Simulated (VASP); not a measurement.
# AlN (P2_1/m) in VASP: a series of runs

AlN is run at these levels: PBEsol; tasks: single point.

Everything below comes from runs of VASP 6.6.1. Logs are shortened: lines on timing, memory, paths and dates and some standing lists are left out, and cuts for length are marked.

## Step 1: The cell of the first run

It takes space group P2_1/m (No. 11, monoclinic). The conventional cell has a = 3.269 Å, b = 4.188 Å, c = 3.312 Å, α = 90.00°, β = 118.71°, γ = 90.00°. Within 2.5 Å of Al (site symmetry m) lie 5 N at 1.89 to 2.09 Å. N (site symmetry m) has 5 Al at 1.89 to 2.09 Å within 2.5 Å.

## Step 2: Single point, PBEsol

INCAR reads:

```
PREC = Accurate ; ENCUT = 520
EDIFF = 1E-6 ; ISMEAR = 0
SIGMA = 0.05 ; LREAL = False
LASPH = True ; NELM = 100
ALGO = Normal ; ISIF = 2
LWAVE = False ; LCHARG = False
GGA = PS ; NBANDS = 16
```

KPOINTS reads:

```
regular mesh
0
Gamma
  12 12 6
```

POSCAR reads:

```
AlN
1.0
    3.3121200000     -0.0496818000      0.0000000000
   -1.6990857000      2.8932209000      0.0000000000
    0.0000000000      0.0000000000      4.1875600000
Al N
2 2
Direct
    0.3333333333      0.6666666667      0.7500000000
    0.6666666667      0.3333333333      0.2500000000
    0.3333333333      0.6666666667      0.2500000000
    0.6666666667      0.3333333333      0.7500000000
```

Potentials or basis: VASP PAW PBE potentials, release 64 (Al, N).

Launch:

```bash
$ cat potpaw_PBE.64/Al/POTCAR potpaw_PBE.64/N/POTCAR > POTCAR
$ mpirun -np 1 vasp_std > vasp.out
```

OUTCAR:

```text
PREC = Accurate
   ENCUT = 520
   EDIFF = 1E-6
   ISMEAR = 0
   LREAL = False
   LASPH = True
   NELM = 100
   ISIF = 2
   GGA = PS

 ion  position               nearest neighbor table
   1  0.333  0.667  0.750-   4 1.89   4 1.91   4 1.94   3 2.09   3 2.09   2 2.82   2 2.82   2 2.84
                             2 2.84   2 2.85   2 2.85
   2  0.667  0.333  0.250-   3 1.89   3 1.91   3 1.94   4 2.09   4 2.09   1 2.82   1 2.82   1 2.84
                             1 2.84   1 2.85   1 2.85
   3  0.333  0.667  0.250-   2 1.89   2 1.91   2 1.94   1 2.09   1 2.09
   4  0.667  0.333  0.750-   1 1.89   1 1.91   1 1.94   2 2.09   2 2.09

  LATTYP: Found a simple monoclinic cell.
 ALAT       =     3.2691886251
 B/A-ratio  =     1.2809172184
 C/A-ratio  =     1.0132460902
 COS(beta)  =    -0.4803040618

  Lattice vectors:

 A1 = (   1.6130343000,   2.8435391000,   0.0000000000)
 A2 = (   0.0000000000,   0.0000000000,  -4.1875600000)
 A3 = (  -3.3121200000,   0.0496818000,   0.0000000000)

Analysis of symmetry for initial positions (statically):
=====================================================================
 Subroutine PRICEL returns:
 Original cell was already a primitive cell.

 Routine SETGRP: Setting up the symmetry group for a
 simple monoclinic supercell.

 Subroutine GETGRP returns: Found  4 space group operations
 (whereof  2 operations were pure point group operations)
 out of a pool of  4 trial point group operations.

The static configuration has the point symmetry S_2 .
 The point group associated with its full space group is C_2h.

Analysis of symmetry for dynamics (positions and initial velocities):
=====================================================================
 Subroutine PRICEL returns:
 Original cell was already a primitive cell.

 Routine SETGRP: Setting up the symmetry group for a
 simple monoclinic supercell.

 Subroutine GETGRP returns: Found  4 space group operations
 (whereof  2 operations were pure point group operations)
 out of a pool of  4 trial point group operations.

The dynamic configuration has the point symmetry S_2 .
 The point group associated with its full space group is C_2h.

 Subroutine INISYM returns: Found  4 space group operations
 (whereof  2 operations are pure point group operations),
 and found     1 'primitive' translations

----------------------------------------------------------------------------------------

                                     Primitive cell

  volume of cell :      39.7746

  direct lattice vectors                    reciprocal lattice vectors
     3.312120000 -0.049681800  0.000000000     0.304604680  0.178883492  0.000000000
    -1.699085700  2.893220900  0.000000000     0.005230610  0.348707302  0.000000000
     0.000000000  0.000000000  4.187560000     0.000000000  0.000000000  0.238802549

  length of vectors
     3.312492593  3.355237606  4.187560000     0.353246819  0.348746529  0.238802549

  position of ions in fractional coordinates (direct lattice)
     0.333333333  0.666666667  0.750000000
     0.666666667  0.333333333  0.250000000
     0.333333333  0.666666667  0.250000000
     0.666666667  0.333333333  0.750000000

  ion indices of the primitive-cell ions
   primitive index   ion index
                 1           1
                 2           2
                 3           3
                 4           4

----------------------------------------------------------------------------------------

 KPOINTS: regular mesh

Automatic generation of k-mesh.
 Grid dimensions read from file:
 generate k-points for:   12   12    6

 Generating k-lattice:

  Cartesian coordinates                     Fractional coordinates (reciprocal lattice)
     0.025383723  0.014906958  0.000000000     0.083333333  0.000000000  0.000000000
     0.000435884  0.029058942  0.000000000     0.000000000  0.083333333  0.000000000
     0.000000000  0.000000000  0.039800425     0.000000000  0.000000000  0.166666667

  Length of vectors
     0.029437235  0.029062211  0.039800425

  Shift w.r.t. Gamma in fractional coordinates (k-lattice)
     0.000000000  0.000000000  0.000000000

 Subroutine IBZKPT returns following result:
 ===========================================

 Found    296 irreducible k-points:

 Following reciprocal coordinates:
            Coordinates               Weight
  0.000000  0.000000  0.000000      1.000000
  0.083333  0.000000  0.000000      2.000000
  0.166667  0.000000  0.000000      2.000000
  0.250000  0.000000  0.000000      2.000000
  0.333333  0.000000  0.000000      2.000000
  0.416667  0.000000  0.000000      2.000000
[... 16 lines left out ...]
  0.250000  0.166667  0.000000      2.000000
  0.333333  0.166667  0.000000      2.000000
 [... further k-points ...]
   k-points           NKPTS =    296   k-points in BZ     NKDIM =    296   number of bands    NBANDS=     16
   number of dos      NEDOS =    301   number of ions     NIONS =      4
   total plane-waves  NPLWV =  25088
   dimension x,y,z NGX =    28 NGY =   28 NGZ =   32
   dimension x,y,z NGXF=    56 NGYF=   56 NGZF=   64
   ions per type =               2   2
   NGX,Y,Z   is equivalent  to a cutoff of  14.05, 13.87, 12.70 a.u.
   NGXF,Y,Z  is equivalent  to a cutoff of  28.11, 27.75, 25.41 a.u.
 SYSTEM =  unknown system
   PREC   = accura    normal or accurate (medium, high low for compatibility)
   ISTART =      0    job   : 0-new  1-cont  2-samecut
   ICHARG =      2    charge: 1-file 2-atom 10-const
   ISPIN  =      1    spin polarized calculation?
   LNONCOLLINEAR =      F non collinear calculations
   LSORBIT =      F    spin-orbit coupling
   LASPH  =      T    aspherical Exc in radial PAW
   ENCUT  =  520.0 eV  38.22 Ry    6.18 a.u.   6.16  6.24  7.79*2*pi/ulx,y,z
   NELM   =    100;   NELMIN=  2; NELMDL= -5     # of ELM steps
   EDIFF  = 0.1E-05   stopping-criterion for ELM
   LREAL  =      F    real-space projection
   EDIFFG = 0.1E-04   stopping-criterion for IOM
   NSW    =      0    number of steps for IOM
   IBRION =     -1    ionic relax: 0-MD 1-quasi-New 2-CG
   NFREE  =      0    steps in history (QN), initial steepest desc. (CG)
   ISIF   =      2    stress and relaxation
   ISYM   =      2    0-nonsym 1-usesym 2-fastsym
   POTIM  = 0.5000    time-step for ionic-motion
   TEBEG  =    0.0;   TEEND  =   0.0 temperature during run
   PSTRESS=    0.0 pullay stress
   NELECT =      16.0000    total number of electrons
   NUPDOWN=      -1.0000    fix difference up-down
   EMIN   =  10.00;   EMAX   =-10.00  energy-range for DOS
   EFERMI =   0.00;   METHOD = LEGACY
   ISMEAR =     0;   SIGMA  =   0.05  broadening in eV -4-tet -1-fermi 0-gaus
   EFERMI_NEDOS =   21; number of points for ismear=-14 and -15
   IALGO  =     38    algorithm
   IMIX   =      4    mixing-type and parameters
     AMIX     =   0.40;   BMIX     =  1.00
     AMIX_MAG =   1.60;   BMIX_MAG =  1.00
  volume/ion in A,a.u.               =       9.94        67.10
  Fermi-wavevector in a.u.,A,eV,Ry     =   1.208499  2.283731 19.870884  1.460469
  Thomas-Fermi vector in A             =   2.344104
   LORBIT       =      0    0 simple, 1 ext, 2 COOP (PROOUT), +10 PAW based schemes
   GGA     = PS    functional components
   LHFCALC =     F    Hartree Fock is set to
   AEXX    =    0.0000 exact exchange contribution
   IVDW    =     0    specifies the selected vdW correction
   LEPSILON=     F    determine dielectric tensor
   LRPA    =     F    only Hartree local field effects (RPA)
 non-spin polarized calculation
 Gauss-broadening in eV      SIGMA  =   0.05
  energy-cutoff  :      520.00
  volume of cell :       39.77
 maximum number of plane-waves:      1090
 NGX is ok and might be reduce to    28
   NGX = 13   NGY = 13   NGZ = 15

 number of electron      15.9999999 magnetization

 Free energy of the ion-electron system (eV)
  ---------------------------------------------------
  ext. energy  EPLUGINS =         0.00000000
  ---------------------------------------------------
  free energy    TOTEN  =       -30.91939917 eV

  energy without entropy =      -30.91939917  energy(sigma->0) =      -30.91939917

 E-fermi :   8.1389     XC(G=0): -11.3543

 val. band max:        7.8616539199   @ k =   0.0000   0.0000   0.0000
 cond. band min:      11.0428217976   @ k =   0.0000   0.0000   0.0000
 fundamental gap:      3.1811678777
 Fermi energy:         8.1388548393

 k-point     1 :       0.0000    0.0000    0.0000
  band No.  band energies     occupation
      1      -8.9057      2.00000
      2      -5.2318      2.00000
      3       0.9379      2.00000
      4       4.5207      2.00000
      5       4.6411      2.00000
      6       6.1813      2.00000
[... 8 lines left out ...]
     15      19.3470      0.00000
     16      19.6513      0.00000

 k-point     2 :       0.0833    0.0000    0.0000
  band No.  band energies     occupation
      1      -8.8232      2.00000
      2      -5.2271      2.00000
      3       1.0265      2.00000
      4       4.3396      2.00000
      5       4.4088      2.00000
      6       5.9731      2.00000
[... 8 lines left out ...]
     15      19.0907      0.00000
     16      19.2174      0.00000

 k-point     3 :       0.1667    0.0000    0.0000
  band No.  band energies     occupation
      1      -8.5814      2.00000
      2      -5.2284      2.00000
      3       1.2885      2.00000
      4       3.6421      2.00000
      5       4.0933      2.00000
      6       5.2917      2.00000
[... 8 lines left out ...]
     15      18.4226      0.00000
     16      19.6187      0.00000

 k-point     4 :       0.2500    0.0000    0.0000
  band No.  band energies     occupation
      1      -8.1989      2.00000
      2      -5.2788      2.00000
      3       1.7109      2.00000
      4       2.7954      2.00000
      5       3.7529      2.00000
      6       4.5957      2.00000
[... 8 lines left out ...]
     15      17.9967      0.00000
     16      20.1821      0.00000

 k-point     5 :       0.3333    0.0000    0.0000
  band No.  band energies     occupation
      1      -7.7148      2.00000
      2      -5.4324      2.00000
      3       2.0620      2.00000
      4       2.2636      2.00000
      5       3.4656      2.00000
      6       4.0256      2.00000
[... 8 lines left out ...]
     15      19.0896      0.00000
     16      20.5500      0.00000

 k-point     6 :       0.4167    0.0000    0.0000
  band No.  band energies     occupation
      1      -7.2131      2.00000
      2      -5.6986      2.00000
      3       1.5903      2.00000
      4       2.8648      2.00000
      5       3.2777      2.00000
      6       3.6499      2.00000
[... 8 lines left out ...]
     15      20.3898      0.00000
     16      20.8396      0.00000
[... 267 lines left out ...]
 k-point    21 :       0.0833    0.1667    0.0000
  band No.  band energies     occupation
      1      -8.3538      2.00000
      2      -5.2541      2.00000
      3       1.5387      2.00000
      4       3.1213      2.00000
      5       3.7176      2.00000
      6       5.0377      2.00000
[... 8 lines left out ...]
     15      18.5102      0.00000
     16      19.8971      0.00000

 k-point    22 :       0.1667    0.1667    0.0000
  band No.  band energies     occupation
      1      -7.9826      2.00000
      2      -5.3323      2.00000
      3       1.9552      2.00000
      4       2.7547      2.00000
      5       2.9329      2.00000
      6       4.7936      2.00000
[... 8 lines left out ...]
     15      18.8169      0.00000
     16      20.0229      0.00000

 k-point    23 :       0.2500    0.1667    0.0000
  band No.  band energies     occupation
      1      -7.5158      2.00000
      2      -5.5082      2.00000
      3       2.0399      2.00000
      4       2.4993      2.00000
      5       2.7663      2.00000
      6       4.3567      2.00000
[... 8 lines left out ...]
     15      19.9436      0.00000
     16      20.3024      0.00000

 k-point    24 :       0.3333    0.1667    0.0000
  band No.  band energies     occupation
      1      -7.0288      2.00000
      2      -5.7866      2.00000
      3       1.5079      2.00000
      4       2.8827      2.00000
      5       3.0998      2.00000
      6       3.8542      2.00000
[... 8 lines left out ...]
     15      20.5324      0.00000
     16      20.5487      0.00000

 [... further k-points ...]

------------------------ aborting loop because EDIFF is reached ----------------------------------------

  FORCE on cell =-STRESS in cart. coord.  units (eV):
  Direction    XX          YY          ZZ          XY          YZ          ZX
  --------------------------------------------------------------------------------------
  -------------------------------------------------------------------------------------
  Total       -0.7303769     -0.7659273     -1.0504696      1.2328945      0.0000000      0.0000000
  in kB      -29.4206001    -30.8526211    -42.3143833     49.6627116      0.0000000      0.0000000
  external PRESSURE =     -34.1958682 kB  Pullay stress =       0.0000000 kB

 VOLUME and BASIS-vectors are now :
 -----------------------------------------------------------------------------
  energy-cutoff  :      520.00
  volume of cell :       39.77
      direct lattice vectors                 reciprocal lattice vectors
     3.312120000 -0.049681800  0.000000000     0.304604680  0.178883492  0.000000000
    -1.699085700  2.893220900  0.000000000     0.005230610  0.348707302  0.000000000
     0.000000000  0.000000000  4.187560000     0.000000000  0.000000000  0.238802549

 POSITION                                       TOTAL-FORCE (eV/Angst)
 -----------------------------------------------------------------------------------
     -0.02868      1.91225      3.14067         0.324501      0.020088      0.000000
      1.64172      0.93129      1.04689        -0.324501     -0.020088      0.000000
     -0.02868      1.91225      1.04689         0.399934      0.020233      0.000000
      1.64172      0.93129      3.14067        -0.399934     -0.020233      0.000000
 -----------------------------------------------------------------------------------
    total drift:                                0.000000     -0.000000     -0.000000

  FREE ENERGIE OF THE ION-ELECTRON SYSTEM (eV)
  ---------------------------------------------------
  free  energy   TOTEN  =       -30.9193991721 eV

  energy  without entropy=      -30.9193991721  energy(sigma->0) =      -30.91939917
```

Run time: 1.9 min. Hardware: 1 thread of Intel Xeon Platinum 8488C (Sapphire Rapids), shared host; peak memory 0.27 GiB.

Results:

```yaml
Free_energy: -30.9194 eV
Pressure: -3.4 GPa
Largest_force: 0.400 eV/Å
Band_gap_on_the_k_mesh: 3.18 eV
```

Forces on the atoms (eV/Å):
```
Al   0.325  0.020  0.000
Al  -0.325 -0.020  0.000
N    0.400  0.020  0.000
N   -0.400 -0.020  0.000
```

Caveat: the cell stands under tension; the PAW data sets were made with another functional, which shifts forces and pressure a little.

(Part 1 of 3 ends here.)
